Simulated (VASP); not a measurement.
# In (Pm-3n) in VASP: relaxation of cell and atoms with r2SCAN

Aim: the relaxation of cell and atoms of In with r2SCAN.

All numbers are computed with VASP 6.6.1; they aren't measurements. Logs are shortened: lines on timing, memory, paths and dates and some standing lists are left out, and cuts for length are marked.

## Step 1: The cell of the first run

It takes space group Pm-3n (No. 223, cubic). Conventional cell: a = 5.936 Å, b = 5.936 Å, c = 5.936 Å, α = 90.00°, β = 90.00°, γ = 90.00°. Within 4.4 Å of In (site symmetry m-3) lie 12 In at 3.32 Å. Within 3.9 Å of In (site symmetry -4m2) lie 14 In at 2.97 to 3.63 Å.

## Step 2: Relaxation of cell and atoms, r2SCAN

The input, POSCAR:

```
In
1.0
    5.9358781157      0.0000000000      0.0000000000
    0.0000000000      5.9358781157      0.0000000000
    0.0000000000      0.0000000000      5.9358781157
In
8
Direct
    0.0000000000      0.0000000000      0.0000000000
    0.5000000000      0.5000000000      0.5000000000
    0.2500000000      0.0000000000      0.5000000000
    0.7500000000      0.0000000000      0.5000000000
    0.5000000000      0.2500000000      0.0000000000
    0.5000000000      0.7500000000      0.0000000000
    0.0000000000      0.5000000000      0.2500000000
    0.0000000000      0.5000000000      0.7500000000
```

The input, INCAR.step1:

```
PREC = Accurate
ENCUT = 600
ISMEAR = -1
SIGMA = 0.1
LREAL = F
LASPH = T
NELM = 100
GGA = PE
ALGO = Normal
EDIFF = 1E-4
LWAVE = T
LCHARG = F
```

The input, INCAR.step2:

```
PREC = Accurate
ENCUT = 600
EDIFF = 1E-6
ISMEAR = -1
SIGMA = 0.1
LREAL = F
LASPH = T
NELM = 100
ALGO = Normal
ISIF = 3
LWAVE = F
LCHARG = F
METAGGA = R2SCAN
LMIXTAU = T
IBRION = 2
NSW = 80
EDIFFG = -0.01
ISTART = 1
```

The input, KPOINTS:

```
regular mesh
0
Gamma
  5 5 5
```

Potentials or basis: VASP PAW PBE potentials, release 64 (In_d).

Command:

```console
cat potpaw_PBE.64/In_d/POTCAR > POTCAR
cp INCAR.step1 INCAR
mpirun -np 1 vasp_std > vasp.out
cp INCAR.step2 INCAR
mpirun -np 1 vasp_std > vasp.out
```

OUTCAR:

```text
PREC = Accurate
   ENCUT = 600
   EDIFF = 1E-6
   ISMEAR = -1
   LREAL = F
   LASPH = T
   NELM = 100
   ISIF = 3
   METAGGA = R2SCAN
   IBRION = 2
   NSW = 80
   EDIFFG = -0.01
   ISTART = 1

 ion  position               nearest neighbor table
   1  0.000  0.000  0.000-   3 3.32   4 3.32   5 3.32   6 3.32   7 3.32   8 3.32   3 3.32   4 3.32
                             7 3.32   8 3.32   5 3.32   6 3.32
   2  0.500  0.500  0.500-   3 3.32   4 3.32   5 3.32   6 3.32   7 3.32   8 3.32   5 3.32   6 3.32
                             3 3.32   4 3.32   7 3.32   8 3.32
   3  0.250  0.000  0.500-   4 2.97   4 2.97   1 3.32   1 3.32   2 3.32   2 3.32   8 3.63   7 3.63
                             8 3.63   7 3.63   6 3.63   5 3.63   5 3.63   6 3.63
   4  0.750  0.000  0.500-   3 2.97   3 2.97   1 3.32   1 3.32   2 3.32   2 3.32   8 3.63   7 3.63
                             8 3.63   7 3.63   6 3.63   5 3.63   5 3.63   6 3.63
   5  0.500  0.250  0.000-   6 2.97   6 2.97   1 3.32   2 3.32   2 3.32   1 3.32   8 3.63   7 3.63
                             7 3.63   8 3.63   3 3.63   4 3.63   3 3.63   4 3.63
   6  0.500  0.750  0.000-   5 2.97   5 2.97   1 3.32   2 3.32   2 3.32   1 3.32   8 3.63   7 3.63
                             7 3.63   8 3.63   3 3.63   4 3.63   3 3.63   4 3.63
   7  0.000  0.500  0.250-   8 2.97   8 2.97   1 3.32   2 3.32   1 3.32   2 3.32   3 3.63   4 3.63
                             5 3.63   3 3.63   4 3.63   6 3.63   5 3.63   6 3.63
   8  0.000  0.500  0.750-   7 2.97   7 2.97   1 3.32   2 3.32   1 3.32   2 3.32   3 3.63   4 3.63
                             5 3.63   3 3.63   4 3.63   6 3.63   5 3.63   6 3.63

  LATTYP: Found a simple cubic cell.
 ALAT       =     5.9358781157

  Lattice vectors:

 A1 = (   5.9358781157,   0.0000000000,   0.0000000000)
 A2 = (   0.0000000000,   5.9358781157,   0.0000000000)
 A3 = (   0.0000000000,   0.0000000000,   5.9358781157)

Analysis of symmetry for initial positions (statically):
=====================================================================
 Subroutine PRICEL returns:
 Original cell was already a primitive cell.

 Routine SETGRP: Setting up the symmetry group for a
 simple cubic supercell.

 Subroutine GETGRP returns: Found 48 space group operations
 (whereof 24 operations were pure point group operations)
 out of a pool of 48 trial point group operations.

The static configuration has the point symmetry T_h .
 The point group associated with its full space group is O_h .

Analysis of symmetry for dynamics (positions and initial velocities):
=====================================================================
 Subroutine PRICEL returns:
 Original cell was already a primitive cell.

 Routine SETGRP: Setting up the symmetry group for a
 simple cubic supercell.

 Subroutine GETGRP returns: Found 48 space group operations
 (whereof 24 operations were pure point group operations)
 out of a pool of 48 trial point group operations.

The dynamic configuration has the point symmetry T_h .
 The point group associated with its full space group is O_h .

 Subroutine INISYM returns: Found 48 space group operations
 (whereof 24 operations are pure point group operations),
 and found     1 'primitive' translations

----------------------------------------------------------------------------------------

                                     Primitive cell

  volume of cell :     209.1486

  direct lattice vectors                    reciprocal lattice vectors
     5.935878116  0.000000000  0.000000000     0.168467071  0.000000000  0.000000000
     0.000000000  5.935878116  0.000000000     0.000000000  0.168467071  0.000000000
     0.000000000  0.000000000  5.935878116     0.000000000  0.000000000  0.168467071

  length of vectors
     5.935878116  5.935878116  5.935878116     0.168467071  0.168467071  0.168467071

  position of ions in fractional coordinates (direct lattice)
     0.000000000  0.000000000  0.000000000
     0.500000000  0.500000000  0.500000000
     0.250000000  0.000000000  0.500000000
     0.750000000  0.000000000  0.500000000
     0.500000000  0.250000000  0.000000000
     0.500000000  0.750000000  0.000000000
     0.000000000  0.500000000  0.250000000
     0.000000000  0.500000000  0.750000000

  ion indices of the primitive-cell ions
   primitive index   ion index
                 1           1
                 2           2
                 3           3
                 4           4
                 5           5
                 6           6
                 7           7
                 8           8

----------------------------------------------------------------------------------------

 KPOINTS: regular mesh

Automatic generation of k-mesh.
 Grid dimensions read from file:
 generate k-points for:    5    5    5

 Generating k-lattice:

  Cartesian coordinates                     Fractional coordinates (reciprocal lattice)
     0.033693414  0.000000000  0.000000000     0.200000000  0.000000000  0.000000000
     0.000000000  0.033693414  0.000000000     0.000000000  0.200000000  0.000000000
     0.000000000  0.000000000  0.033693414     0.000000000  0.000000000  0.200000000

  Length of vectors
     0.033693414  0.033693414  0.033693414

  Shift w.r.t. Gamma in fractional coordinates (k-lattice)
     0.000000000  0.000000000  0.000000000

 Subroutine IBZKPT returns following result:
 ===========================================

 Found     10 irreducible k-points:

 Following reciprocal coordinates:
            Coordinates               Weight
  0.000000  0.000000  0.000000      1.000000
  0.200000  0.000000  0.000000      6.000000
  0.400000  0.000000  0.000000      6.000000
  0.200000  0.200000  0.000000     12.000000
  0.400000  0.200000  0.000000     24.000000
  0.400000  0.400000  0.000000     12.000000
  0.200000  0.200000  0.200000      8.000000
  0.400000  0.200000  0.200000     24.000000
  0.400000  0.400000  0.200000     24.000000
  0.400000  0.400000  0.400000      8.000000
   k-points           NKPTS =     10   k-points in BZ     NKDIM =     10   number of bands    NBANDS=     62
   number of dos      NEDOS =    301   number of ions     NIONS =      8
   total plane-waves  NPLWV = 110592
   dimension x,y,z NGX =    48 NGY =   48 NGZ =   48
   dimension x,y,z NGXF=    96 NGYF=   96 NGZF=   96
   ions per type =               8
   NGX,Y,Z   is equivalent  to a cutoff of  13.44, 13.44, 13.44 a.u.
   NGXF,Y,Z  is equivalent  to a cutoff of  26.89, 26.89, 26.89 a.u.
 SYSTEM =  unknown system
   PREC   = accura    normal or accurate (medium, high low for compatibility)
   ISTART =      1    job   : 0-new  1-cont  2-samecut
   ICHARG =      0    charge: 1-file 2-atom 10-const
   ISPIN  =      1    spin polarized calculation?
   LNONCOLLINEAR =      F non collinear calculations
   LSORBIT =      F    spin-orbit coupling
   LASPH  =      T    aspherical Exc in radial PAW
   ENCUT  =  600.0 eV  44.10 Ry    6.64 a.u.  11.86 11.86 11.86*2*pi/ulx,y,z
   NELM   =    100;   NELMIN=  2; NELMDL=  0     # of ELM steps
   EDIFF  = 0.1E-05   stopping-criterion for ELM
   LREAL  =      F    real-space projection
   EDIFFG = -.1E-01   stopping-criterion for IOM
   NSW    =     80    number of steps for IOM
   IBRION =      2    ionic relax: 0-MD 1-quasi-New 2-CG
   NFREE  =      1    steps in history (QN), initial steepest desc. (CG)
   ISIF   =      3    stress and relaxation
   ISYM   =      2    0-nonsym 1-usesym 2-fastsym
   POTIM  = 0.5000    time-step for ionic-motion
   TEBEG  =    0.0;   TEEND  =   0.0 temperature during run
   PSTRESS=    0.0 pullay stress
   NELECT =     104.0000    total number of electrons
   NUPDOWN=      -1.0000    fix difference up-down
   EMIN   =  10.00;   EMAX   =-10.00  energy-range for DOS
   EFERMI =   0.00;   METHOD = LEGACY
   ISMEAR =    -1;   SIGMA  =   0.10  broadening in eV -4-tet -1-fermi 0-gaus
   EFERMI_NEDOS =   21; number of points for ismear=-14 and -15
   IALGO  =     38    algorithm
   IMIX   =      4    mixing-type and parameters
     AMIX     =   0.40;   BMIX     =  1.00
     AMIX_MAG =   1.60;   BMIX_MAG =  1.00
  volume/ion in A,a.u.               =      26.14       176.43
  Fermi-wavevector in a.u.,A,eV,Ry     =   1.296983  2.450943 22.887245  1.682165
  Thomas-Fermi vector in A             =   2.428405
   LORBIT       =      0    0 simple, 1 ext, 2 COOP (PROOUT), +10 PAW based schemes
   METAGGA = R2SCAN    functional components
   LHFCALC =     F    Hartree Fock is set to
   AEXX    =    0.0000 exact exchange contribution
   IVDW    =     0    specifies the selected vdW correction
   LEPSILON=     F    determine dielectric tensor
   LRPA    =     F    only Hartree local field effects (RPA)
 conjugate gradient relaxation of ions
 non-spin polarized calculation
  energy-cutoff  :      600.00
  volume of cell :      209.15
 maximum number of plane-waves:      6992
 NGX is ok and might be reduce to    48
   NGX = 23   NGY = 23   NGZ = 23

--------------------------------------- Ionic step        1  -------------------------------------------

 number of electron     104.0000019 magnetization

 Free energy of the ion-electron system (eV)
  ---------------------------------------------------
  ext. energy  EPLUGINS =         0.00000000
  ---------------------------------------------------
  free energy    TOTEN  =      -180.27849607 eV

  energy without entropy =     -180.18534079  energy(sigma->0) =     -180.23191843

------------------------ aborting loop because EDIFF is reached ----------------------------------------

  FORCE on cell =-STRESS in cart. coord.  units (eV):
  Direction    XX          YY          ZZ          XY          YZ          ZX
  --------------------------------------------------------------------------------------
  -------------------------------------------------------------------------------------
  Total        2.1621956      2.1621956      2.1621956     -0.0000000     -0.0000000     -0.0000000
  in kB       16.5634440     16.5634440     16.5634440     -0.0000000     -0.0000000     -0.0000000
  external PRESSURE =      16.5634440 kB  Pullay stress =       0.0000000 kB
[... 69 lines left out ...]
  energy  without entropy=     -180.2199317895  energy(sigma->0) =     -180.26852506

--------------------------------------- Ionic step        3  -------------------------------------------

 number of electron     104.0000110 magnetization

 Free energy of the ion-electron system (eV)
  ---------------------------------------------------
  ext. energy  EPLUGINS =         0.00000000
  ---------------------------------------------------
  free energy    TOTEN  =      -180.31692392 eV

  energy without entropy =     -180.22027637  energy(sigma->0) =     -180.26860014

 E-fermi :   7.2579     XC(G=0): -10.8755

 val. band max:        7.1805536396   @ k =   0.0000   0.0000   0.0000
 cond. band min:       7.2802170361   @ k =   0.4000   0.2000   0.0000
 fundamental gap:      0.0996633965
 Fermi energy:         7.2579160751

 k-point     1 :       0.0000    0.0000    0.0000
  band No.  band energies     occupation
      1      -8.3936      2.00000
      2      -8.3912      2.00000
      3      -8.3912      2.00000
      4      -8.1965      2.00000
      5      -8.1965      2.00000
      6      -8.1965      2.00000
[... 674 lines left out ...]
  FREE ENERGIE OF THE ION-ELECTRON SYSTEM (eV)
  ---------------------------------------------------
  free  energy   TOTEN  =      -180.3169239217 eV

  energy  without entropy=     -180.2202763663  energy(sigma->0) =     -180.26860014

 reached required accuracy - stopping structural energy minimisation
```

Run time: 27 min. Hardware: 1 thread of Oxide Virtual Turin-like, shared host; peak memory 0.39 GiB.

What came out:

```yaml
Free_energy: -180.3169 eV
Relaxed_volume: 27.06 Å³/atom
Relaxed_cell: a = 6.005 Å, b = 6.005 Å, c = 6.005 Å, α = 90.00°, β = 90.00°, γ = 90.00°
Space_group_after_relaxing_to_0.1_Å: Pm-3n (No. 223)
Energy_gained_by_relaxing: 4.8 meV/atom
Ionic_steps: 3
Pressure_after_relaxing: 0.0 GPa
Band_gap_on_the_k_mesh: zero (bands 52 and 53 overlap by 2.43 eV)
```

Step by step:
| step | energy change (eV) | largest force (eV/Å) | pressure (GPa) | volume (Å³) |
| --- | --- | --- | --- | --- |
| 1 | 0.0000 | 0.0000 | 1.66 | 209.15 |
| 2 | -0.0386 | 0.0000 | -0.24 | 217.44 |
| 3 | -0.0384 | 0.0000 | 0.03 | 216.49 |

Final structure:
```xyz
8
Lattice="6.0046 0.0000 0.0000 0.0000 6.0046 0.0000 0.0000 0.0000 6.0046" Properties=species:S:1:pos:R:3 pbc="T T T"
In    0.0000    0.0000    0.0000
In    3.0023    3.0023    3.0023
In    1.5011    0.0000    3.0023
In    4.5034    0.0000    3.0023
In    3.0023    1.5011    0.0000
In    3.0023    4.5034    0.0000
In    0.0000    3.0023    1.5011
In    0.0000    3.0023    4.5034
```

Caveat: the PAW data sets were made with another functional, which shifts forces and pressure a little; spin-orbit coupling is left out, which moves the levels of the heavy elements.
